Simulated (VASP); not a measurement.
# ZnO (P6_3mc) in VASP: further runs, part 2 of 3

VASP 6.6.1.

### 3 Single point, r2SCAN

This run uses another cell than the first one, of 11.81 Å³/atom.

The input, POSCAR:

```
ZnO
1.0
    3.2348692191      0.0000000000      0.0000000000
   -1.6174346095      2.8014789216      0.0000000000
    0.0000000000      0.0000000000      5.2123115417
Zn O
2 2
Direct
    0.6666666667      0.3333333333      0.5004294475
    0.3333333333      0.6666666667      0.0004294475
    0.6666666667      0.3333333333      0.8798805525
    0.3333333333      0.6666666667      0.3798805525
```

The input, INCAR.step1:

```
SYSTEM = ZnO
PREC = Accurate
ENCUT = 520
ISMEAR = 0
SIGMA = 0.02
LREAL = .False.
LASPH = .True.
NELM = 60
NBANDS = 26
GGA = PE
ALGO = Normal
EDIFF = 1E-4
LWAVE = .True.
LCHARG = .False.
```

The input, INCAR.step2:

```
SYSTEM = ZnO
PREC = Accurate
ENCUT = 520
EDIFF = 1E-6
ISMEAR = 0
SIGMA = 0.02
LREAL = .False.
LASPH = .True.
NELM = 60
ALGO = Normal
ISIF = 2
LWAVE = .False.
LCHARG = .True.
METAGGA = R2SCAN
LMIXTAU = .True.
LELF = .True.
LVHAR = .True.
NBANDS = 26
ISTART = 1
```

The input, KPOINTS:

```
Automatic mesh
0
Gamma
  12 12 6
  0 0 0
```

Potentials or basis: VASP PAW PBE potentials, release 64 (Zn, O).

Run with:

```console
> cat potpaw_PBE.64/Zn/POTCAR potpaw_PBE.64/O/POTCAR > POTCAR
> cp INCAR.step1 INCAR
> mpirun -np 1 vasp_std > vasp.out
> cp INCAR.step2 INCAR
> mpirun -np 1 vasp_std > vasp.out
```

OUTCAR:

```text
SYSTEM = ZnO
   PREC = Accurate
   ENCUT = 520
   EDIFF = 1E-6
   ISMEAR = 0
   LREAL = .False.
   LASPH = .True.
   NELM = 60
   ISIF = 2
   METAGGA = R2SCAN
   ISTART = 1

 ion  position               nearest neighbor table
   1  0.667  0.333  0.500-   4 1.97   4 1.97   4 1.97   3 1.98
   2  0.333  0.667  0.000-   3 1.97   3 1.97   3 1.97   4 1.98
   3  0.667  0.333  0.880-   2 1.97   2 1.97   2 1.97   1 1.98
   4  0.333  0.667  0.380-   1 1.97   1 1.97   1 1.97   2 1.98

  LATTYP: Found a hexagonal cell.
 ALAT       =     3.2348692191
 C/A-ratio  =     1.6112897272

  Lattice vectors:

 A1 = (   3.2348692191,   0.0000000000,   0.0000000000)
 A2 = (  -1.6174346095,   2.8014789216,   0.0000000000)
 A3 = (   0.0000000000,   0.0000000000,   5.2123115417)

Analysis of symmetry for initial positions (statically):
=====================================================================
 Subroutine PRICEL returns:
 Original cell was already a primitive cell.

 Routine SETGRP: Setting up the symmetry group for a
 hexagonal supercell.

 Subroutine GETGRP returns: Found 12 space group operations
 (whereof  6 operations were pure point group operations)
 out of a pool of 24 trial point group operations.

The static configuration has the point symmetry C_3v.
 The point group associated with its full space group is C_6v.

Analysis of symmetry for dynamics (positions and initial velocities):
=====================================================================
 Subroutine PRICEL returns:
 Original cell was already a primitive cell.

 Routine SETGRP: Setting up the symmetry group for a
 hexagonal supercell.

 Subroutine GETGRP returns: Found 12 space group operations
 (whereof  6 operations were pure point group operations)
 out of a pool of 24 trial point group operations.

The dynamic configuration has the point symmetry C_3v.
 The point group associated with its full space group is C_6v.

 Subroutine INISYM returns: Found 12 space group operations
 (whereof  6 operations are pure point group operations),
[... 119 lines left out ...]
     AMIX     =   0.40;   BMIX     =  1.00
     AMIX_MAG =   1.60;   BMIX_MAG =  1.00
  volume/ion in A,a.u.               =      11.81        79.69
  Fermi-wavevector in a.u.,A,eV,Ry     =   1.495378  2.825854 30.424721  2.236154
  Thomas-Fermi vector in A             =   2.607530
   LORBIT       =      0    0 simple, 1 ext, 2 COOP (PROOUT), +10 PAW based schemes
   METAGGA = R2SCAN    functional components
   LHFCALC =     F    Hartree Fock is set to
   AEXX    =    0.0000 exact exchange contribution
   IVDW    =     0    specifies the selected vdW correction
   LEPSILON=     F    determine dielectric tensor
   LRPA    =     F    only Hartree local field effects (RPA)
 non-spin polarized calculation
 Gauss-broadening in eV      SIGMA  =   0.02
  energy-cutoff  :      520.00
  volume of cell :       47.24
 maximum number of plane-waves:      1292
   NGX = 13   NGY = 13   NGZ = 19

 number of electron      36.0000016 magnetization

 Free energy of the ion-electron system (eV)
  ---------------------------------------------------
  ext. energy  EPLUGINS =         0.00000000
  ---------------------------------------------------
  free energy    TOTEN  =       -36.31714647 eV

  energy without entropy =      -36.31714647  energy(sigma->0) =      -36.31714647

 E-fermi :   1.0290     XC(G=0): -11.7066

 val. band max:        0.9189393278   @ k =   0.0000   0.0000   0.0000
 cond. band min:       2.1535226420   @ k =   0.0000   0.0000   0.0000
 fundamental gap:      1.2345833143
 Fermi energy:         1.0290279573

 k-point     1 :       0.0000    0.0000    0.0000
  band No.  band energies     occupation
      1     -18.2269      2.00000
      2     -17.5311      2.00000
      3      -4.9388      2.00000
      4      -4.9388      2.00000
      5      -4.8849      2.00000
      6      -4.8380      2.00000
[... 685 lines left out ...]
     25      15.2079      0.00000
     26      15.8864      0.00000

 [... further k-points ...]

------------------------ aborting loop because EDIFF is reached ----------------------------------------

  FORCE on cell =-STRESS in cart. coord.  units (eV):
  Direction    XX          YY          ZZ          XY          YZ          ZX
  --------------------------------------------------------------------------------------
  -------------------------------------------------------------------------------------
  Total        0.2849994      0.2849994      0.3209410      0.0000000     -0.0000000      0.0000000
  in kB        9.6667400      9.6667400     10.8858250      0.0000000     -0.0000000      0.0000000
  external PRESSURE =      10.0731017 kB  Pullay stress =       0.0000000 kB

 VOLUME and BASIS-vectors are now :
 -----------------------------------------------------------------------------
  energy-cutoff  :      520.00
  volume of cell :       47.24
      direct lattice vectors                 reciprocal lattice vectors
     3.234869219  0.000000000  0.000000000     0.309131508  0.178477159  0.000000000
    -1.617434610  2.801478922  0.000000000     0.000000000  0.356954319  0.000000000
     0.000000000  0.000000000  5.212311542     0.000000000  0.000000000  0.191853459

 POSITION                                       TOTAL-FORCE (eV/Angst)
 -----------------------------------------------------------------------------------
      1.61743      0.93383      2.60839        -0.000000      0.000000     -0.015416
     -0.00000      1.86765      0.00224        -0.000000     -0.000000     -0.015416
      1.61743      0.93383      4.58621         0.000000      0.000000      0.015416
     -0.00000      1.86765      1.98006        -0.000000      0.000000      0.015416
 -----------------------------------------------------------------------------------
    total drift:                                0.000000      0.000001     -0.087291

  FREE ENERGIE OF THE ION-ELECTRON SYSTEM (eV)
  ---------------------------------------------------
  free  energy   TOTEN  =       -36.3171464681 eV

  energy  without entropy=      -36.3171464681  energy(sigma->0) =      -36.31714647
```

OUTCAR.step1:

```text
SYSTEM = ZnO
   PREC = Accurate
   ENCUT = 520
   ISMEAR = 0
   LREAL = .False.
   LASPH = .True.
   NELM = 60
[... 926 lines left out ...]
     -0.00000      1.86765      0.00224         0.000000     -0.000000     -0.000059
      1.61743      0.93383      4.58621        -0.000000     -0.000000      0.000059
     -0.00000      1.86765      1.98006         0.000000      0.000000      0.000059
 -----------------------------------------------------------------------------------
    total drift:                               -0.000000      0.000000      0.000983

  FREE ENERGIE OF THE ION-ELECTRON SYSTEM (eV)
  ---------------------------------------------------
  free  energy   TOTEN  =       -17.8084285647 eV

  energy  without entropy=      -17.8084285647  energy(sigma->0) =      -17.80842856
```

OSZICAR.step1:

```text
N       E                     dE             d eps       ncg     rms          rms(c)
DAV:   1     0.295159513696E+03    0.29516E+03   -0.18095E+04  4008   0.202E+03
DAV:   2     0.103751490929E+02   -0.28478E+03   -0.26701E+03  4164   0.414E+02
DAV:   3    -0.204653688579E+02   -0.30841E+02   -0.30453E+02  4398   0.139E+02
DAV:   4    -0.210482776946E+02   -0.58291E+00   -0.58163E+00  4412   0.194E+01
DAV:   5    -0.210511734275E+02   -0.28957E-02   -0.28956E-02  4316   0.140E+00    0.149E+01
DAV:   6    -0.176355752256E+02    0.34156E+01   -0.65922E+00  6204   0.613E+01    0.915E+00
DAV:   7    -0.178458006157E+02   -0.21023E+00   -0.29347E+00  4052   0.169E+01    0.546E+00
DAV:   8    -0.178563134575E+02   -0.10513E-01   -0.49408E-01  5866   0.752E+00    0.163E+00
DAV:   9    -0.178056405631E+02    0.50673E-01   -0.10297E-01  5812   0.637E+00    0.292E-01
DAV:  10    -0.178083724642E+02   -0.27319E-02   -0.37168E-02  4018   0.132E+00    0.134E-01
DAV:  11    -0.178084285647E+02   -0.56100E-04   -0.54975E-04  4236   0.218E-01
   1 F= -.17808429E+02 E0= -.17808429E+02  d E =-.365958E-34
```

Run time: 5.3 min. Hardware: 1 thread of Intel Xeon 8259CL, shared host; peak memory 0.22 GiB.

Results:

| Quantity | Value |
| --- | --- |
| Free energy | -36.3171 eV |
| Pressure | 1.0 GPa |
| Largest force | 0.015 eV/Å |
| Band gap on the k mesh | 1.23 eV |

Forces in eV/Å, atoms in the order of the input:
```
Zn   0.000  0.000 -0.015
Zn   0.000  0.000 -0.015
O    0.000  0.000  0.015
O    0.000  0.000  0.015
```

Stress tensor (GPa, compression positive):
```
0.97 0.00 0.00
0.00 0.97 0.00
0.00 0.00 1.09
```

Caveat: the PAW data sets were made with another functional, which shifts forces and pressure a little.

### 4 Relaxation of cell and atoms, r2SCAN

This run uses another cell than the first one, of 11.85 Å³/atom.

The input, POSCAR:

```
ZnO
1.0
    3.2373510235      0.0000000000      0.0000000000
   -1.6186755117      2.8036282273      0.0000000000
    0.0000000000      0.0000000000      5.2220613000
Zn O
2 2
Direct
    0.6666666700      0.3333333300      0.5005917000
    0.3333333300      0.6666666700      0.0005917000
    0.6666666700      0.3333333300      0.8797183000
    0.3333333300      0.6666666700      0.3797183000
```

The input, INCAR.step1:

```
SYSTEM = ZnO
PREC = Accurate ; ENCUT = 600
ISMEAR = 0 ; SIGMA = 0.02
LREAL = .FALSE. ; LASPH = .TRUE.
NELM = 60 ; GGA = PE
ALGO = Normal ; EDIFF = 1E-4
LWAVE = .TRUE. ; LCHARG = .FALSE.
```

The input, INCAR.step2:

```
SYSTEM = ZnO
PREC = Accurate ; ENCUT = 600
EDIFF = 1E-6 ; ISMEAR = 0
SIGMA = 0.02 ; LREAL = .FALSE.
LASPH = .TRUE. ; NELM = 60
ALGO = Normal ; ISIF = 3
LWAVE = .FALSE. ; LCHARG = .FALSE.
METAGGA = R2SCAN ; LMIXTAU = .TRUE.
IBRION = 2 ; NSW = 100
EDIFFG = -0.005 ; ISTART = 1
```

The input, KPOINTS:

```
Automatic mesh
0
G
  12 12 6
  0 0 0
```

Potentials or basis: VASP PAW PBE potentials, release 64 (Zn, O).

Run with:

```console
> cat potpaw_PBE.64/Zn/POTCAR potpaw_PBE.64/O/POTCAR > POTCAR
> cp INCAR.step1 INCAR
> mpirun -np 1 vasp_std > vasp.out
> cp INCAR.step2 INCAR
> mpirun -np 1 vasp_std > vasp.out
```

OUTCAR:

```text
SYSTEM = ZnO
   PREC = Accurate
   ENCUT = 600
   EDIFF = 1E-6
   ISMEAR = 0
   LREAL = .FALSE.
   LASPH = .TRUE.
   NELM = 60
   ISIF = 3
   METAGGA = R2SCAN
   IBRION = 2
   NSW = 100
   EDIFFG = -0.005
   ISTART = 1

 ion  position               nearest neighbor table
   1  0.667  0.333  0.501-   4 1.97   4 1.97   4 1.97   3 1.98
   2  0.333  0.667  0.001-   3 1.97   3 1.97   3 1.97   4 1.98
   3  0.667  0.333  0.880-   2 1.97   2 1.97   2 1.97   1 1.98
   4  0.333  0.667  0.380-   1 1.97   1 1.97   1 1.97   2 1.98

  LATTYP: Found a hexagonal cell.
 ALAT       =     3.2373510235
 C/A-ratio  =     1.6130661340

  Lattice vectors:

 A1 = (   3.2373510235,   0.0000000000,   0.0000000000)
 A2 = (  -1.6186755117,   2.8036282273,   0.0000000000)
 A3 = (   0.0000000000,   0.0000000000,   5.2220613000)

Analysis of symmetry for initial positions (statically):
=====================================================================
 Subroutine PRICEL returns:
 Original cell was already a primitive cell.

 Routine SETGRP: Setting up the symmetry group for a
 hexagonal supercell.

 Subroutine GETGRP returns: Found 12 space group operations
 (whereof  6 operations were pure point group operations)
 out of a pool of 24 trial point group operations.

The static configuration has the point symmetry C_3v.
 The point group associated with its full space group is C_6v.

Analysis of symmetry for dynamics (positions and initial velocities):
=====================================================================
 Subroutine PRICEL returns:
 Original cell was already a primitive cell.

 Routine SETGRP: Setting up the symmetry group for a
 hexagonal supercell.

[... 132 lines left out ...]
  Thomas-Fermi vector in A             =   2.606052
   LORBIT       =      0    0 simple, 1 ext, 2 COOP (PROOUT), +10 PAW based schemes
   METAGGA = R2SCAN    functional components
   LHFCALC =     F    Hartree Fock is set to
   AEXX    =    0.0000 exact exchange contribution
   IVDW    =     0    specifies the selected vdW correction
   LEPSILON=     F    determine dielectric tensor
   LRPA    =     F    only Hartree local field effects (RPA)
 conjugate gradient relaxation of ions
 non-spin polarized calculation
 Gauss-broadening in eV      SIGMA  =   0.02
  energy-cutoff  :      600.00
  volume of cell :       47.40
 maximum number of plane-waves:      1605
 NGX is ok and might be reduce to    28
   NGX = 13   NGY = 13   NGZ = 21

--------------------------------------- Ionic step        1  -------------------------------------------

 number of electron      36.0000008 magnetization

 Free energy of the ion-electron system (eV)
  ---------------------------------------------------
  ext. energy  EPLUGINS =         0.00000000
  ---------------------------------------------------
  free energy    TOTEN  =       -36.32412162 eV

  energy without entropy =      -36.32412162  energy(sigma->0) =      -36.32412162

------------------------ aborting loop because EDIFF is reached ----------------------------------------

  FORCE on cell =-STRESS in cart. coord.  units (eV):
  Direction    XX          YY          ZZ          XY          YZ          ZX
  --------------------------------------------------------------------------------------
  -------------------------------------------------------------------------------------
  Total        0.0755521      0.0755521      0.0476660      0.0000000     -0.0000000      0.0000000
  in kB        2.5539078      2.5539078      1.6112665      0.0000000     -0.0000000      0.0000000
  external PRESSURE =       2.2396940 kB  Pullay stress =       0.0000000 kB
[... 63 lines left out ...]
--------------------------------------- Ionic step        3  -------------------------------------------

 number of electron      36.0000008 magnetization

 Free energy of the ion-electron system (eV)
  ---------------------------------------------------
  ext. energy  EPLUGINS =         0.00000000
  ---------------------------------------------------
  free energy    TOTEN  =       -36.32411174 eV

  energy without entropy =      -36.32411174  energy(sigma->0) =      -36.32411174

 E-fermi :   0.9787     XC(G=0): -11.6777

 val. band max:        0.8720840514   @ k =   0.0000   0.0000   0.0000
 cond. band min:       2.0988616870   @ k =   0.0000   0.0000   0.0000
 fundamental gap:      1.2267776356
 Fermi energy:         0.9787080866

 k-point     1 :       0.0000    0.0000    0.0000
  band No.  band energies     occupation
      1     -18.2331      2.00000
      2     -17.5456      2.00000
      3      -4.9590      2.00000
      4      -4.9589      2.00000
      5      -4.9134      2.00000
      6      -4.8485      2.00000
[... 589 lines left out ...]
     21       9.8368      0.00000
     22      10.4170      0.00000

 [... further k-points ...]

------------------------ aborting loop because EDIFF is reached ----------------------------------------

  FORCE on cell =-STRESS in cart. coord.  units (eV):
  Direction    XX          YY          ZZ          XY          YZ          ZX
  --------------------------------------------------------------------------------------
  -------------------------------------------------------------------------------------
  Total       -0.0005325     -0.0005325     -0.0007007     -0.0000000      0.0000000      0.0000000
  in kB       -0.0179749     -0.0179749     -0.0236497     -0.0000000      0.0000000      0.0000000
  external PRESSURE =      -0.0198665 kB  Pullay stress =       0.0000000 kB
[... 19 lines left out ...]
  FREE ENERGIE OF THE ION-ELECTRON SYSTEM (eV)
  ---------------------------------------------------
  free  energy   TOTEN  =       -36.3241117405 eV

  energy  without entropy=      -36.3241117405  energy(sigma->0) =      -36.32411174

 reached required accuracy - stopping structural energy minimisation
```

OSZICAR.step1:

```text
N       E                     dE             d eps       ncg     rms          rms(c)
DAV:   1     0.310486163731E+03    0.31049E+03   -0.20700E+04  3352   0.263E+03
DAV:   2     0.123891241098E+02   -0.29810E+03   -0.28695E+03  3572   0.475E+02
DAV:   3    -0.203872423662E+02   -0.32776E+02   -0.32525E+02  3908   0.164E+02
DAV:   4    -0.210547499526E+02   -0.66751E+00   -0.66673E+00  3722   0.248E+01
DAV:   5    -0.210598190877E+02   -0.50691E-02   -0.50689E-02  3844   0.207E+00    0.148E+01
DAV:   6    -0.176807150098E+02    0.33791E+01   -0.11746E+01  5720   0.727E+01    0.914E+00
DAV:   7    -0.178550775332E+02   -0.17436E+00   -0.26720E+00  3468   0.196E+01    0.542E+00
DAV:   8    -0.178791403145E+02   -0.24063E-01   -0.79701E-01  5040   0.936E+00    0.179E+00
DAV:   9    -0.178160732820E+02    0.63067E-01   -0.18668E-01  5372   0.806E+00    0.334E-01
DAV:  10    -0.178197434251E+02   -0.36701E-02   -0.56525E-02  3406   0.177E+00    0.161E-01
DAV:  11    -0.178196413741E+02    0.10205E-03   -0.18227E-03  4832   0.723E-01    0.416E-02
DAV:  12    -0.178196985068E+02   -0.57133E-04   -0.20132E-04  2374   0.368E-01
   1 F= -.17819699E+02 E0= -.17819699E+02  d E =-.714416E-28
```

Wall time 6 min (1 thread of Intel Xeon 6975P-C (Granite Rapids), shared host); peak memory 0.25 GiB.

What came out:

| Property | Result |
| --- | --- |
| Free energy | -36.3241 eV |
| Relaxed volume | 11.87 Å³/atom |
| Relaxed cell | a = 3.239 Å, b = 3.239 Å, c = 5.224 Å, α = 90.00°, β = 90.00°, γ = 120.00° |
| Space group after relaxing (to 0.1 Å) | P6_3mc (No. 186) |
| Ionic steps | 3 |
| Pressure after relaxing | 0.0 GPa |
| Band gap on the k mesh | 1.23 eV |

Forces in eV/Å, atoms in the order of the input:
```
Zn   0.000  0.000  0.003
Zn   0.000  0.000  0.003
O    0.000  0.000 -0.003
O    0.000  0.000 -0.003
```

Final structure:
```
Zn O
1.0
     3.23917    0.00000    0.00000
    -1.61959    2.80521    0.00000
     0.00000    0.00000    5.22392
Zn O
2 2
Direct
  0.66667 0.33333 0.50063
  0.33333 0.66667 0.00063
  0.66667 0.33333 0.87968
  0.33333 0.66667 0.37968
```

Caveat: the PAW data sets were made with another functional, which shifts forces and pressure a little.

(Continued in part 3 of 3.)
